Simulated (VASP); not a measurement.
# CrSi5O12 (P1) in VASP: single point with PBEsol+U

Aim: the single point of CrSi5O12 with PBEsol+U.

All numbers are computed with VASP 6.6.1; they aren't measurements. Logs are shortened: lines on timing, memory, paths and dates and some standing lists are left out, and cuts for length are marked.

### 1 The cell of the first run

The typed cell holds 18 atoms: a = 9.833 Å, b = 4.916 Å, c = 5.408 Å, α = 90.00°, β = 90.00°, γ = 120.00°.

### 2 Single point, PBEsol+U, collinear spin, ferromagnetic start

Contents of INCAR:

```
  ALGO = Normal
  EDIFF = 1E-6
  ENCUT = 520
  GGA = PS
  ISIF = 2
  ISMEAR = 0
  ISPIN = 2
  KPAR = 4
  LASPH = True
  LCHARG = False
  LDAU = True
  LDAUJ = 0 0 0
  LDAUL = 2 -1 -1
  LDAUPRINT = 1
  LDAUTYPE = 2
  LDAUU = 3 0 0
  LMAXMIX = 4
  LORBIT = 11
  LREAL = Auto
  LWAVE = False
  MAGMOM = 1.66 0 0 0 0 0 0.01 0 0 0 0 0 0 0 0.01 0 0 0
  NBANDS = 71
  NELM = 150
  PREC = Accurate
  SIGMA = 0.05
```

Contents of KPOINTS:

```
k-points
0
Gamma
  4 4 3
```

Contents of POSCAR:

```
CrSi5O12
1.0
    9.8327200000      0.0000000000      0.0000000000
   -2.4581800000      4.2576927000      0.0000000000
    0.0000000000      0.0000000000      5.4084000000
Cr Si O
1 5 12
Direct
    0.2274229596      0.0084588260      0.6716030647
    0.7321803109      0.9865209048      0.6610935173
    0.9951407948      0.4557765008      0.3333584971
    0.5022208682      0.4609491226      0.3261098989
    0.2687985062      0.5527215273      0.0158488819
    0.7686548184      0.5241242480      0.9906281397
    0.2024420495      0.3206888871      0.7761800533
    0.7036436664      0.2578807983      0.7760187289
    0.3661675531      0.1244901221      0.4327556247
    0.8572176246      0.1205982280      0.4346676937
    0.4333133614      0.5912243424      0.1126603044
    0.9326326696      0.5751101836      0.1025692734
    0.1405310508      0.4147118338      0.2388226604
    0.6401780949      0.4112609562      0.2117328548
    0.0462176672      0.7089585287      0.5586323434
    0.5670385574      0.7097225727      0.5534610240
    0.2972281464      0.8944040530      0.9284699032
    0.7983758029      0.8533583675      0.8760004062
```

Potentials or basis: VASP PAW PBE potentials, release 64 (Cr_pv, Si, O).

The run is started by

```
$ cat potpaw_PBE.64/Cr_pv/POTCAR potpaw_PBE.64/Si/POTCAR potpaw_PBE.64/O/POTCAR > POTCAR
$ mpirun -np 4 vasp_std > vasp.out
```

OUTCAR:

```text
EDIFF = 1E-6
   ENCUT = 520
   GGA = PS
   ISIF = 2
   ISMEAR = 0
   ISPIN = 2
   LASPH = True
   LORBIT = 11
   LREAL = Auto
   NELM = 150
   PREC = Accurate

 ion  position               nearest neighbor table
   1  0.227  0.008  0.672-   9 1.75  15 1.76  17 1.76   7 1.76   5 3.09   5 3.11   4 3.12   3 3.12

   2  0.732  0.987  0.661-  16 1.62   8 1.62  18 1.62  10 1.62   3 3.03   4 3.04   6 3.05   6 3.06

   3  0.995  0.456  0.333-  10 1.62  13 1.62  12 1.62  15 1.63   5 3.02   2 3.03   6 3.04   1 3.12
[... 7 lines left out ...]
   7  0.202  0.321  0.776-   5 1.63   1 1.76
   8  0.704  0.258  0.776-   2 1.62   6 1.62
   9  0.366  0.124  0.433-   4 1.63   1 1.75
  10  0.857  0.121  0.435-   3 1.62   2 1.62
  11  0.433  0.591  0.113-   5 1.62   4 1.62
  12  0.933  0.575  0.103-   6 1.62   3 1.62
  13  0.141  0.415  0.239-   3 1.62   5 1.63
  14  0.640  0.411  0.212-   4 1.62   6 1.62
  15  0.046  0.709  0.559-   3 1.63   1 1.76
  16  0.567  0.710  0.553-   2 1.62   4 1.62
  17  0.297  0.894  0.928-   5 1.63   1 1.76
  18  0.798  0.853  0.876-   6 1.62   2 1.62

  Warning from LATTYP: Monoclinic adjustment (A1->A3, A2->A1, A3->A2)!
  LATTYP: Found a simple orthorhombic cell.
 ALAT       =     4.9163600397
 B/A-ratio  =     1.1000821657
 C/A-ratio  =     1.7320507982

  Lattice vectors:

 A1 = (  -2.4581800000,   4.2576927000,   0.0000000000)
 A2 = (   0.0000000000,   0.0000000000,   5.4084000000)
 A3 = (   7.3745400000,   4.2576927000,   0.0000000000)

Analysis of symmetry for initial positions (statically):
=====================================================================
 Subroutine PRICEL returns:
 Original cell was already a primitive cell.

 Routine SETGRP: Setting up the symmetry group for a
 simple orthorhombic supercell.

 Subroutine GETGRP returns: Found  1 space group operations
 (whereof  1 operations were pure point group operations)
 out of a pool of  8 trial point group operations.

The static configuration has the point symmetry C_1 .

Analysis of symmetry for dynamics (positions and initial velocities):
=====================================================================
 Subroutine PRICEL returns:
 Original cell was already a primitive cell.

 Routine SETGRP: Setting up the symmetry group for a
 simple orthorhombic supercell.

 Subroutine GETGRP returns: Found  1 space group operations
 (whereof  1 operations were pure point group operations)
 out of a pool of  8 trial point group operations.

The dynamic configuration has the point symmetry C_1 .

Analysis of structural, dynamic, and magnetic symmetry:
=====================================================================
 Subroutine PRICEL returns:
 Original cell was already a primitive cell.

 Routine SETGRP: Setting up the symmetry group for a
 simple orthorhombic supercell.

 Subroutine GETGRP returns: Found  1 space group operations
 (whereof  1 operations were pure point group operations)
 out of a pool of  8 trial point group operations.

The overall configuration has the point symmetry C_1 .

 Subroutine INISYM returns: Found  1 space group operations
 (whereof  1 operations are pure point group operations),
 and found     1 'primitive' translations

----------------------------------------------------------------------------------------

                                     Primitive cell

  volume of cell :     226.4210

  direct lattice vectors                    reciprocal lattice vectors
     9.832720000  0.000000000  0.000000000     0.101701259  0.058717248  0.000000000
    -2.458180000  4.257692700  0.000000000     0.000000000  0.234868994  0.000000000
     0.000000000  0.000000000  5.408400000     0.000000000  0.000000000  0.184897567
[... 139 lines left out ...]
  Thomas-Fermi vector in A             =   2.396500
   LORBIT       =     11    0 simple, 1 ext, 2 COOP (PROOUT), +10 PAW based schemes
 LDA+U is selected, type is set to LDAUTYPE =  2
   angular momentum for each species LDAUL =     2   -1   -1
   U (eV)           for each species LDAUU =   3.0  0.0  0.0
   J (eV)           for each species LDAUJ =   0.0  0.0  0.0
   GGA     = PS    functional components
   LHFCALC =     F    Hartree Fock is set to
   AEXX    =    0.0000 exact exchange contribution
   IVDW    =     0    specifies the selected vdW correction
   LEPSILON=     F    determine dielectric tensor
   LRPA    =     F    only Hartree local field effects (RPA)
 spin polarized calculation
 Gauss-broadening in eV      SIGMA  =   0.05
  energy-cutoff  :      520.00
  volume of cell :      226.42
 maximum number of plane-waves:      6144
 NGX is ok and might be reduce to    80
   NGX = 37   NGY = 19   NGZ = 21

atom =   1  type =  1  l = 2

 onsite density matrix

spin component  1

  0.3514  0.0009  0.0145 -0.0078 -0.0228
  0.0009  0.6363  0.2522 -0.0122  0.1411
  0.0145  0.2522  0.7823 -0.0255 -0.1052
 -0.0078 -0.0122 -0.0255  0.3722  0.0137
 -0.0228  0.1411 -0.1052  0.0137  0.9142

spin component  2

  0.2801 -0.0014 -0.0049 -0.0020  0.0055
 -0.0014  0.2410 -0.0753  0.0050 -0.0446
 -0.0049 -0.0753  0.1877  0.0074  0.0283
 -0.0020  0.0050  0.0074  0.3028 -0.0035
  0.0055 -0.0446  0.0283 -0.0035  0.1644

 occupancies and eigenvectors

  o =  0.1335  v =  0.0000  0.0000  0.0000  0.0000  0.0000 -0.0244 -0.6125 -0.7700  0.0479 -0.1703      0.0000  0.0000  0.0000  0.0000  0.0000  0.0000  0.0000  0.0000  0.0000  0.0000
  o =  0.1457  v =  0.0000  0.0000  0.0000  0.0000  0.0000  0.0478 -0.1671  0.3343 -0.0304 -0.9258      0.0000  0.0000  0.0000  0.0000  0.0000  0.0000  0.0000  0.0000  0.0000  0.0000
  o =  0.2803  v =  0.0000  0.0000  0.0000  0.0000  0.0000  0.9934 -0.0006 -0.0326  0.1042  0.0362      0.0000  0.0000  0.0000  0.0000  0.0000  0.0000  0.0000  0.0000  0.0000  0.0000
  o =  0.3034  v =  0.0000  0.0000  0.0000  0.0000  0.0000  0.1004  0.0611 -0.1103 -0.9868 -0.0132      0.0000  0.0000  0.0000  0.0000  0.0000  0.0000  0.0000  0.0000  0.0000  0.0000
  o =  0.3131  v =  0.0000  0.0000  0.0000  0.0000  0.0000  0.0163 -0.7702  0.5312 -0.1099  0.3352      0.0000  0.0000  0.0000  0.0000  0.0000  0.0000  0.0000  0.0000  0.0000  0.0000
  o =  0.3483  v =  0.9582  0.0058 -0.0119  0.2843  0.0281  0.0000  0.0000  0.0000  0.0000  0.0000      0.0000  0.0000  0.0000  0.0000  0.0000  0.0000  0.0000  0.0000  0.0000  0.0000
  o =  0.3725  v = -0.2818 -0.0277  0.0832  0.9554 -0.0126  0.0000  0.0000  0.0000  0.0000  0.0000      0.0000  0.0000  0.0000  0.0000  0.0000  0.0000  0.0000  0.0000  0.0000  0.0000
  o =  0.3879  v = -0.0204  0.7581 -0.5652  0.0610 -0.3188  0.0000  0.0000  0.0000  0.0000  0.0000      0.0000  0.0000  0.0000  0.0000  0.0000  0.0000  0.0000  0.0000  0.0000  0.0000
  o =  0.9732  v = -0.0031 -0.6515 -0.6604  0.0328 -0.3720  0.0000  0.0000  0.0000  0.0000  0.0000      0.0000  0.0000  0.0000  0.0000  0.0000  0.0000  0.0000  0.0000  0.0000  0.0000
  o =  0.9746  v =  0.0437  0.0014  0.4872 -0.0410 -0.8712  0.0000  0.0000  0.0000  0.0000  0.0000      0.0000  0.0000  0.0000  0.0000  0.0000  0.0000  0.0000  0.0000  0.0000  0.0000

 number of electron     103.9999989 magnetization       2.0000239

 Free energy of the ion-electron system (eV)
  ---------------------------------------------------
  ext. energy  EPLUGINS =         0.00000000
  ---------------------------------------------------
  free energy    TOTEN  =      -145.88752537 eV

  energy without entropy =     -145.88752537  energy(sigma->0) =     -145.88752537

 E-fermi :   2.6650     XC(G=0):  -9.6089

 val. band max:        2.3097798049   @ k =   0.5000  -0.0000   0.0000
 cond. band min:       4.3468724829   @ k =   0.0000   0.5000   0.3333
 fundamental gap:      2.0370926780
 Fermi energy:         2.6649704776

 spin component 1

 k-point     1 :       0.0000    0.0000    0.0000
  band No.  band energies     occupation
      1     -42.1158      1.00000
      2     -42.0934      1.00000
      3     -42.0616      1.00000
      4     -18.1786      1.00000
      5     -17.4353      1.00000
      6     -17.2551      1.00000
[... 3209 lines left out ...]
     63      10.7728      0.00000
     64      10.9485      0.00000

 [... further k-points ...]

 [bands above 64 left out]

------------------------ aborting loop because EDIFF is reached ----------------------------------------

  FORCE on cell =-STRESS in cart. coord.  units (eV):
  Direction    XX          YY          ZZ          XY          YZ          ZX
  --------------------------------------------------------------------------------------
  -------------------------------------------------------------------------------------
  Total        2.5488331      3.8102783      4.2857850      0.4366088     -0.3068791      0.1140840
  in kB       18.0357911     26.9618995     30.3266317      3.0894862     -2.1715064      0.8072697
  external PRESSURE =      25.1081074 kB  Pullay stress =       0.0000000 kB

 VOLUME and BASIS-vectors are now :
 -----------------------------------------------------------------------------
  energy-cutoff  :      520.00
  volume of cell :      226.42
      direct lattice vectors                 reciprocal lattice vectors
     9.832720000  0.000000000  0.000000000     0.101701259  0.058717248  0.000000000
    -2.458180000  4.257692700  0.000000000     0.000000000  0.234868994  0.000000000
     0.000000000  0.000000000  5.408400000     0.000000000  0.000000000  0.184897567

 POSITION                                       TOTAL-FORCE (eV/Angst)
 -----------------------------------------------------------------------------------
      2.21539      0.03602      3.63230        -0.014600      0.017621      0.011405
      4.77428      4.20030      3.57546        -0.023525      0.002368      0.003075
      8.66456      1.94056      1.80294         0.015641     -0.045457     -0.040553
      3.80510      1.96258      1.76373         0.028746      0.028574     -0.010576
      1.28433      2.35332      0.08572         0.027086      0.000917      0.038852
      6.26958      2.23156      5.35771        -0.001128      0.009200     -0.002884
[... 10 lines left out ...]
      0.72395      3.80810      5.02154         0.083948      0.017763      0.142600
      5.75250      3.63334      4.73776         0.008521      0.024013      0.012389
 -----------------------------------------------------------------------------------
    total drift:                                0.003739     -0.003881      0.013118

  FREE ENERGIE OF THE ION-ELECTRON SYSTEM (eV)
  ---------------------------------------------------
  free  energy   TOTEN  =      -145.8875253746 eV

  energy  without entropy=     -145.8875253746  energy(sigma->0) =     -145.88752537

 total charge

# of ion       s       p       d       tot
------------------------------------------
    1        0.417   6.491   4.187  11.095
    2        0.650   1.004   0.000   1.655
    3        0.654   1.001   0.000   1.655
    4        0.653   1.002   0.000   1.655
    5        0.657   1.001   0.000   1.658
    6        0.649   1.001   0.000   1.651
[... 10 lines left out ...]
   17        1.562   3.556   0.000   5.118
   18        1.547   3.678   0.000   5.225
--------------------------------------------------
tot         22.303  55.128   4.187  81.618

 magnetization (x)

# of ion       s       p       d       tot
------------------------------------------
    1        0.009   0.010   1.879   1.897
    2        0.000   0.000   0.000   0.000
    3        0.001   0.002   0.000   0.003
    4        0.001   0.002   0.000   0.003
    5        0.003   0.004   0.000   0.007
    6        0.000   0.000   0.000   0.000
[... 10 lines left out ...]
   17       -0.001  -0.001   0.000  -0.002
   18        0.000  -0.000   0.000  -0.000
--------------------------------------------------
tot          0.012   0.031   1.879   1.921
```

It took 4.4 min on 4 MPI ranks of Intel Xeon 6975P-C (Granite Rapids), shared host; peak memory 0.76 GiB.

Results:

| Quantity | Value |
| --- | --- |
| Free energy | -145.8875 eV |
| Pressure | 2.5 GPa |
| Largest force | 0.195 eV/Å |
| Band gap on the k mesh | 2.04 eV (least direct gap 2.21 eV) |
| Net moment | 2.00 μB per cell |
| Site moments | Cr +1.90; Si +0.00, +0.01 (each value once); O +0.01, +0.00, -0.00 (each value once) μB |
| Valence electrons inside the program's atomic spheres | Cr 11.10; Si 1.66, 1.65 (each value once); O 5.12, 5.22, 5.21 (each value once) |

Forces in eV/Å, atoms in the order of the input:
```
Cr  -0.015  0.018  0.011
Si  -0.024  0.002  0.003
Si   0.016 -0.045 -0.041
Si   0.029  0.029 -0.011
Si   0.027  0.001  0.039
Si  -0.001  0.009 -0.003
O   -0.128  0.111  0.012
O   -0.018  0.010 -0.009
O    0.099 -0.017 -0.127
O    0.011 -0.022 -0.020
O    0.016  0.019 -0.013
O    0.030  0.013 -0.005
O    0.020 -0.011  0.013
O    0.018 -0.014  0.015
O   -0.148 -0.124 -0.029
O   -0.025 -0.022  0.009
O    0.084  0.018  0.143
O    0.009  0.024  0.012
```

Eigenvalues of the final occupation matrices:
```csv
site,spin,trace,eigenvalues
site 1 d,1,3.06,0.35 0.37 0.39 0.97 0.97
site 1 d,2,1.18,0.13 0.15 0.28 0.30 0.31
```

Caveat: the PAW data sets were made with another functional, which shifts forces and pressure a little; a cell with one magnetic atom can't hold antiferromagnetic order, which such compounds often take. The state reached can hang on the start; a lower one may exist.
